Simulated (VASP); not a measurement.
# MgS (rocksalt type) (Fm-3m) in VASP: further runs

The runs below take MgS (rocksalt type) through electric field gradients, with PBEsol, r2SCAN.

Everything below comes from runs of VASP 6.6.1. Logs are shortened: lines on timing, memory, paths and dates and some standing lists are left out, and cuts for length are marked.

## 1. The cell of the first run

It takes space group Fm-3m (No. 225, cubic). Conventional cell: a = 5.229 Å, b = 5.229 Å, c = 5.229 Å, α = 90.00°, β = 90.00°, γ = 90.00°. Mg (site symmetry m-3m) has 6 S at 2.61 Å within 3.4 Å. S (site symmetry m-3m) has 6 Mg at 2.61 Å within 3.4 Å.

## 2. Electric field gradients, PBEsol

Input file INCAR:

```
SYSTEM = MgS
ALGO = Normal
EDIFF = 1E-8
ENCUT = 520
GGA = PS
ISIF = 2
ISMEAR = -1
LASPH = .TRUE.
LCHARG = .FALSE.
LEFG = .TRUE.
LREAL = .FALSE.
LWAVE = .FALSE.
NBANDS = 11
NELM = 100
PREC = Accurate
SIGMA = 0.03
```

Input file KPOINTS:

```
k-points
0
G
  14 14 14
  0 0 0
```

Input file POSCAR:

```
MgS
1.0
    0.0000000000      2.6144408669      2.6144408669
    2.6144408669      0.0000000000      2.6144408669
    2.6144408669      2.6144408669      0.0000000000
Mg S
1 1
Direct
    0.0000000000      0.0000000000      0.0000000000
    0.5000000000      0.5000000000      0.5000000000
```

Potentials or basis: VASP PAW PBE potentials, release 64 (Mg, S).

The run is started by

```
$ cat potpaw_PBE.64/Mg/POTCAR potpaw_PBE.64/S/POTCAR > POTCAR
$ mpirun -np 1 vasp_std > vasp.out
```

OUTCAR:

```text
SYSTEM = MgS
   EDIFF = 1E-8
   ENCUT = 520
   GGA = PS
   ISIF = 2
   ISMEAR = -1
   LASPH = .TRUE.
   LREAL = .FALSE.
   NELM = 100
   PREC = Accurate

 ion  position               nearest neighbor table
   1  0.000  0.000  0.000-   2 2.61   2 2.61   2 2.61   2 2.61   2 2.61   2 2.61
   2  0.500  0.500  0.500-   1 2.61   1 2.61   1 2.61   1 2.61   1 2.61   1 2.61

  LATTYP: Found a face centered cubic cell.
 ALAT       =     5.2288817338

  Lattice vectors:

 A1 = (   0.0000000000,   2.6144408669,   2.6144408669)
 A2 = (   2.6144408669,   0.0000000000,   2.6144408669)
 A3 = (   2.6144408669,   2.6144408669,   0.0000000000)

Analysis of symmetry for initial positions (statically):
=====================================================================
 Subroutine PRICEL returns:
 Original cell was already a primitive cell.

 Routine SETGRP: Setting up the symmetry group for a
 face centered cubic supercell.

 Subroutine GETGRP returns: Found 48 space group operations
 (whereof 48 operations were pure point group operations)
 out of a pool of 48 trial point group operations.

The static configuration has the point symmetry O_h .

Analysis of symmetry for dynamics (positions and initial velocities):
=====================================================================
 Subroutine PRICEL returns:
 Original cell was already a primitive cell.

 Routine SETGRP: Setting up the symmetry group for a
 face centered cubic supercell.

 Subroutine GETGRP returns: Found 48 space group operations
 (whereof 48 operations were pure point group operations)
 out of a pool of 48 trial point group operations.

The dynamic configuration has the point symmetry O_h .

 Subroutine INISYM returns: Found 48 space group operations
 (whereof 48 operations are pure point group operations),
 and found     1 'primitive' translations

----------------------------------------------------------------------------------------

                                     Primitive cell

  volume of cell :      35.7410

  direct lattice vectors                    reciprocal lattice vectors
     0.000000000  2.614440867  2.614440867    -0.191245481  0.191245481  0.191245481
     2.614440867  0.000000000  2.614440867     0.191245481 -0.191245481  0.191245481
     2.614440867  2.614440867  0.000000000     0.191245481  0.191245481 -0.191245481

  length of vectors
     3.697377732  3.697377732  3.697377732     0.331246889  0.331246889  0.331246889

  position of ions in fractional coordinates (direct lattice)
     0.000000000  0.000000000  0.000000000
     0.500000000  0.500000000  0.500000000

  ion indices of the primitive-cell ions
   primitive index   ion index
                 1           1
                 2           2

----------------------------------------------------------------------------------------

 KPOINTS: k-points

Automatic generation of k-mesh.
 Grid dimensions read from file:
 generate k-points for:   14   14   14

 Generating k-lattice:

  Cartesian coordinates                     Fractional coordinates (reciprocal lattice)
    -0.013660391  0.013660391  0.013660391     0.071428571  0.000000000  0.000000000
     0.013660391 -0.013660391  0.013660391     0.000000000  0.071428571  0.000000000
     0.013660391  0.013660391 -0.013660391     0.000000000  0.000000000  0.071428571

  Length of vectors
     0.023660492  0.023660492  0.023660492

  Shift w.r.t. Gamma in fractional coordinates (k-lattice)
     0.000000000  0.000000000  0.000000000

 Subroutine IBZKPT returns following result:
 ===========================================

 Found    104 irreducible k-points:

 Following reciprocal coordinates:
            Coordinates               Weight
  0.000000  0.000000  0.000000      1.000000
  0.071429  0.000000  0.000000      8.000000
  0.142857  0.000000  0.000000      8.000000
  0.214286  0.000000  0.000000      8.000000
  0.285714  0.000000  0.000000      8.000000
  0.357143  0.000000  0.000000      8.000000
[... 16 lines left out ...]
  0.214286  0.142857  0.000000     24.000000
  0.285714  0.142857  0.000000     24.000000
 [... further k-points ...]
   k-points           NKPTS =    104   k-points in BZ     NKDIM =    104   number of bands    NBANDS=     11
   number of dos      NEDOS =    301   number of ions     NIONS =      2
   total plane-waves  NPLWV =  21952
   dimension x,y,z NGX =    28 NGY =   28 NGZ =   28
   dimension x,y,z NGXF=    56 NGYF=   56 NGZF=   56
   ions per type =               1   1
   NGX,Y,Z   is equivalent  to a cutoff of  12.59, 12.59, 12.59 a.u.
   NGXF,Y,Z  is equivalent  to a cutoff of  25.18, 25.18, 25.18 a.u.
 SYSTEM =  MgS
   PREC   = accura    normal or accurate (medium, high low for compatibility)
   ISTART =      0    job   : 0-new  1-cont  2-samecut
   ICHARG =      2    charge: 1-file 2-atom 10-const
   ISPIN  =      1    spin polarized calculation?
   LNONCOLLINEAR =      F non collinear calculations
   LSORBIT =      F    spin-orbit coupling
   LASPH  =      T    aspherical Exc in radial PAW
   ENCUT  =  520.0 eV  38.22 Ry    6.18 a.u.   6.87  6.87  6.87*2*pi/ulx,y,z
   NELM   =    100;   NELMIN=  2; NELMDL= -5     # of ELM steps
   EDIFF  = 0.1E-07   stopping-criterion for ELM
   LREAL  =      F    real-space projection
   EDIFFG = 0.1E-06   stopping-criterion for IOM
   NSW    =      0    number of steps for IOM
   IBRION =     -1    ionic relax: 0-MD 1-quasi-New 2-CG
   NFREE  =      0    steps in history (QN), initial steepest desc. (CG)
   ISIF   =      2    stress and relaxation
   ISYM   =      2    0-nonsym 1-usesym 2-fastsym
   POTIM  = 0.5000    time-step for ionic-motion
   TEBEG  =    0.0;   TEEND  =   0.0 temperature during run
   PSTRESS=    0.0 pullay stress
   NELECT =       8.0000    total number of electrons
   NUPDOWN=      -1.0000    fix difference up-down
   EMIN   =  10.00;   EMAX   =-10.00  energy-range for DOS
   EFERMI =   0.00;   METHOD = LEGACY
   ISMEAR =    -1;   SIGMA  =   0.03  broadening in eV -4-tet -1-fermi 0-gaus
   EFERMI_NEDOS =   21; number of points for ismear=-14 and -15
   IALGO  =     38    algorithm
   IMIX   =      4    mixing-type and parameters
     AMIX     =   0.40;   BMIX     =  1.00
     AMIX_MAG =   1.60;   BMIX_MAG =  1.00
  volume/ion in A,a.u.               =      17.87       120.60
  Fermi-wavevector in a.u.,A,eV,Ry     =   0.993992  1.878372 13.442816  0.988019
  Thomas-Fermi vector in A             =   2.125912
   LORBIT       =      0    0 simple, 1 ext, 2 COOP (PROOUT), +10 PAW based schemes
   GGA     = PS    functional components
   LHFCALC =     F    Hartree Fock is set to
   AEXX    =    0.0000 exact exchange contribution
   IVDW    =     0    specifies the selected vdW correction
   LEPSILON=     F    determine dielectric tensor
   LRPA    =     F    only Hartree local field effects (RPA)
 non-spin polarized calculation
  energy-cutoff  :      520.00
  volume of cell :       35.74
 maximum number of plane-waves:       982
   NGX = 13   NGY = 13   NGZ = 13

 number of electron       8.0000000 magnetization

 Free energy of the ion-electron system (eV)
  ---------------------------------------------------
  ext. energy  EPLUGINS =         0.00000000
  ---------------------------------------------------
  free energy    TOTEN  =        -9.06826995 eV

  energy without entropy =       -9.06826995  energy(sigma->0) =       -9.06826995

 E-fermi :   4.1185     XC(G=0):  -9.7759

 val. band max:        3.5445485903   @ k =   0.0000   0.0000   0.0000
 cond. band min:       6.2185040805   @ k =   0.5000   0.5000   0.0000
 fundamental gap:      2.6739554902
 Fermi energy:         4.1185077396

 k-point     1 :       0.0000    0.0000    0.0000
  band No.  band energies     occupation
      1      -9.0551      2.00000
      2       3.5445      2.00000
      3       3.5445      2.00000
      4       3.5445      2.00000
      5       7.0242      0.00000
      6      11.4076      0.00000
      7      11.4076      0.00000
      8      11.4076      0.00000
      9      13.8394      0.00000
     10      13.8394      0.00000
     11      15.8061      0.00000

 k-point     2 :       0.0714    0.0000    0.0000
  band No.  band energies     occupation
      1      -9.0056      2.00000
      2       3.1351      2.00000
      3       3.5100      2.00000
      4       3.5100      2.00000
      5       7.3678      0.00000
      6      11.2381      0.00000
      7      11.5105      0.00000
      8      11.5105      0.00000
      9      13.5210      0.00000
     10      13.5210      0.00000
     11      16.1541      0.00000
[... 295 lines left out ...]
 k-point    24 :       0.2857    0.1429    0.0000
  band No.  band energies     occupation
      1      -8.4002      2.00000
      2       0.8349      2.00000
      3       2.8161      2.00000
      4       2.8162      2.00000
      5       8.8819      0.00000
      6      10.1597      0.00000
      7      10.6999      0.00000
      8      12.2705      0.00000
      9      13.6789      0.00000
     10      14.9751      0.00000
     11      16.8057      0.00000

 [... further k-points ...]
[... 5 lines left out ...]
  --------------------------------------------------------------------------------------
  -------------------------------------------------------------------------------------
  Total       -0.4902262     -0.4902262     -0.4902262      0.0000000      0.0000000      0.0000000
  in kB      -21.9755954    -21.9755954    -21.9755954      0.0000000      0.0000000      0.0000000
  external PRESSURE =     -21.9755954 kB  Pullay stress =       0.0000000 kB

 VOLUME and BASIS-vectors are now :
 -----------------------------------------------------------------------------
  energy-cutoff  :      520.00
  volume of cell :       35.74
      direct lattice vectors                 reciprocal lattice vectors
     0.000000000  2.614440867  2.614440867    -0.191245481  0.191245481  0.191245481
     2.614440867  0.000000000  2.614440867     0.191245481 -0.191245481  0.191245481
     2.614440867  2.614440867  0.000000000     0.191245481  0.191245481 -0.191245481

 POSITION                                       TOTAL-FORCE (eV/Angst)
 -----------------------------------------------------------------------------------
      0.00000      0.00000      0.00000         0.000000     -0.000000      0.000000
      2.61444      2.61444      2.61444        -0.000000      0.000000     -0.000000
 -----------------------------------------------------------------------------------
    total drift:                                0.000000      0.000000      0.000000

  FREE ENERGIE OF THE ION-ELECTRON SYSTEM (eV)
  ---------------------------------------------------
  free  energy   TOTEN  =        -9.0682699468 eV

  energy  without entropy=       -9.0682699468  energy(sigma->0) =       -9.06826995

 Electric field gradients (V/A^2)
---------------------------------------------------------------------
 ion       V_xx      V_yy      V_zz      V_xy      V_xz      V_yz
---------------------------------------------------------------------
   1       0.000     0.000     0.000     0.000     0.000     0.000
   2      -0.000    -0.000    -0.000    -0.000    -0.000    -0.000
---------------------------------------------------------------------

 Electric field gradients after diagonalization (V/A^2)
 (convention: |V_zz| > |V_xx| > |V_yy|)
----------------------------------------------------------------------
 ion       V_xx      V_yy      V_zz     asymmetry (V_yy - V_xx)/ V_zz
----------------------------------------------------------------------
   1      -0.000    -0.000     0.000       0.000
   2       0.000     0.000    -0.001       0.000
----------------------------------------------------------------------

           NMR quadrupolar parameters

 Cq : quadrupolar parameter    Cq=e*Q*V_zz/h
 eta: asymmetry parameters     (V_yy - V_xx)/ V_zz
 Q  : nuclear electric quadrupole moment in mb (millibarn)
----------------------------------------------------------------------
 ion       Cq(MHz)       eta       Q (mb)
----------------------------------------------------------------------
   1       0.000       0.000       1.000
   2      -0.000       0.000       1.000
----------------------------------------------------------------------
```

It took 49 s on 1 thread of Intel Xeon 6975P-C, shared host; peak memory 0.18 GiB.

Results:

| Quantity | Value |
| --- | --- |
| Free energy | -9.0683 eV |
| Pressure | -2.2 GPa |
| Band gap on the k mesh | 2.67 eV, indirect (least direct gap 3.48 eV) |

Caveat: without QUAD_EFG the Cq values of the log hold for a quadrupole moment of 1 mb, not for the nuclei; the PAW data sets were made with another functional, which shifts forces and pressure a little. A k mesh can miss the band edges.

## 3. Electric field gradients, PBEsol (functional pbesol, volume scaled by 1.04)

Input file INCAR:

```
SYSTEM = MgS
PREC = Accurate
ENCUT = 520
EDIFF = 1E-8
ISMEAR = -1
SIGMA = 0.03
LREAL = .FALSE.
LASPH = .TRUE.
NELM = 100
ALGO = Normal
ISIF = 2
LWAVE = .FALSE.
LCHARG = .FALSE.
GGA = PS
LEFG = .TRUE.
NBANDS = 11
```

Input file KPOINTS:

```
Automatic mesh
0
G
  14 14 14
  0 0 0
```

Input file POSCAR:

```
MgS
1.0
    0.0000000000      2.6488453500      2.6488453500
    2.6488453500      0.0000000000      2.6488453500
    2.6488453500      2.6488453500      0.0000000000
Mg S
1 1
Direct
    0.0000000000      0.0000000000      0.0000000000
    0.5000000000      0.5000000000      0.5000000000
```

Potentials or basis: VASP PAW PBE potentials, release 64 (Mg, S).

The run is started by

```
$ cat potpaw_PBE.64/Mg/POTCAR potpaw_PBE.64/S/POTCAR > POTCAR
$ mpirun -np 1 vasp_std > vasp.out
```

OUTCAR:

```text
SYSTEM = MgS
   PREC = Accurate
   ENCUT = 520
   EDIFF = 1E-8
   ISMEAR = -1
   LREAL = .FALSE.
   LASPH = .TRUE.
   NELM = 100
   ISIF = 2
   GGA = PS

 ion  position               nearest neighbor table
   1  0.000  0.000  0.000-   2 2.65   2 2.65   2 2.65   2 2.65   2 2.65   2 2.65
   2  0.500  0.500  0.500-   1 2.65   1 2.65   1 2.65   1 2.65   1 2.65   1 2.65

  LATTYP: Found a face centered cubic cell.
 ALAT       =     5.2976907000

  Lattice vectors:

 A1 = (   0.0000000000,   2.6488453500,   2.6488453500)
 A2 = (   2.6488453500,   0.0000000000,   2.6488453500)
 A3 = (   2.6488453500,   2.6488453500,   0.0000000000)

Analysis of symmetry for initial positions (statically):
=====================================================================
 Subroutine PRICEL returns:
 Original cell was already a primitive cell.

 Routine SETGRP: Setting up the symmetry group for a
 face centered cubic supercell.

 Subroutine GETGRP returns: Found 48 space group operations
 (whereof 48 operations were pure point group operations)
 out of a pool of 48 trial point group operations.

The static configuration has the point symmetry O_h .

Analysis of symmetry for dynamics (positions and initial velocities):
=====================================================================
 Subroutine PRICEL returns:
 Original cell was already a primitive cell.

 Routine SETGRP: Setting up the symmetry group for a
 face centered cubic supercell.

 Subroutine GETGRP returns: Found 48 space group operations
 (whereof 48 operations were pure point group operations)
 out of a pool of 48 trial point group operations.

The dynamic configuration has the point symmetry O_h .

[... 162 lines left out ...]
      9      13.4544      0.00000
     10      13.4544      0.00000
     11      15.3721      0.00000
[... 309 lines left out ...]
 k-point    24 :       0.2857    0.1429    0.0000
  band No.  band energies     occupation
      1      -8.5668      2.00000
      2       0.5851      2.00000
      3       2.5225      2.00000
      4       2.5248      2.00000
      5       8.3723      0.00000
      6       9.7842      0.00000
      7      10.2537      0.00000
      8      11.8507      0.00000
      9      13.1797      0.00000
     10      14.5424      0.00000
     11      16.1946      0.00000

 [... further k-points ...]
[... 5 lines left out ...]
  --------------------------------------------------------------------------------------
  -------------------------------------------------------------------------------------
  Total       -1.0950539     -1.0950539     -1.0950539      0.0000000      0.0000000      0.0000000
  in kB      -47.2004653    -47.2004653    -47.2004653      0.0000000      0.0000000      0.0000000
  external PRESSURE =     -47.2004653 kB  Pullay stress =       0.0000000 kB

 VOLUME and BASIS-vectors are now :
 -----------------------------------------------------------------------------
  energy-cutoff  :      520.00
  volume of cell :       37.17
      direct lattice vectors                 reciprocal lattice vectors
     0.000000000  2.648845350  2.648845350    -0.188761492  0.188761492  0.188761492
     2.648845350  0.000000000  2.648845350     0.188761492 -0.188761492  0.188761492
     2.648845350  2.648845350  0.000000000     0.188761492  0.188761492 -0.188761492

 POSITION                                       TOTAL-FORCE (eV/Angst)
 -----------------------------------------------------------------------------------
      0.00000      0.00000      0.00000        -0.000000     -0.000000     -0.000000
      2.64885      2.64885      2.64885         0.000000      0.000000      0.000000
 -----------------------------------------------------------------------------------
    total drift:                                0.000000      0.000000      0.000000

  FREE ENERGIE OF THE ION-ELECTRON SYSTEM (eV)
  ---------------------------------------------------
  free  energy   TOTEN  =        -9.0373436257 eV

  energy  without entropy=       -9.0373436257  energy(sigma->0) =       -9.03734363

 Electric field gradients (V/A^2)
---------------------------------------------------------------------
 ion       V_xx      V_yy      V_zz      V_xy      V_xz      V_yz
---------------------------------------------------------------------
   1      -0.000     0.000    -0.000    -0.000    -0.000    -0.000
   2       0.000     0.000     0.000    -0.000    -0.000    -0.000
---------------------------------------------------------------------

 Electric field gradients after diagonalization (V/A^2)
 (convention: |V_zz| > |V_xx| > |V_yy|)
----------------------------------------------------------------------
 ion       V_xx      V_yy      V_zz     asymmetry (V_yy - V_xx)/ V_zz
----------------------------------------------------------------------
   1       0.000     0.000    -0.000       0.000
   2       0.000     0.000    -0.001       0.000
----------------------------------------------------------------------

           NMR quadrupolar parameters

 Cq : quadrupolar parameter    Cq=e*Q*V_zz/h
 eta: asymmetry parameters     (V_yy - V_xx)/ V_zz
 Q  : nuclear electric quadrupole moment in mb (millibarn)
----------------------------------------------------------------------
 ion       Cq(MHz)       eta       Q (mb)
----------------------------------------------------------------------
   1      -0.000       0.000       1.000
   2      -0.000       0.000       1.000
----------------------------------------------------------------------
```

Wall time 54 s (1 thread of Intel Xeon 6975P-C, shared host); peak memory 0.18 GiB.

What came out:

```yaml
Free_energy: -9.0373 eV
Pressure: -4.7 GPa
Band_gap_on_the_k_mesh: 2.59 eV, indirect (least direct gap 3.19 eV)
```

Levels at points of the mesh, in eV from the valence-band top:
```tsv
k point	band 1	band 2	band 3	band 4	band 5	band 6	band 7	band 8
(0.00, 0.00, 0.00)	-12.39	0.00	0.00	0.00	3.19	7.88	7.88	7.88
(0.50, 0.00, 0.00)	-11.19	-4.61	-0.54	-0.54	4.32	6.76	6.76	9.49
(0.50, 0.50, 0.00)	-10.86	-3.98	-1.59	-1.59	2.59	4.40	11.35	12.66
```

Caveat: without QUAD_EFG the Cq values of the log hold for a quadrupole moment of 1 mb, not for the nuclei; the PAW data sets were made with another functional, which shifts forces and pressure a little. A k mesh can miss the band edges.

(Continued in part 2 of 2.)
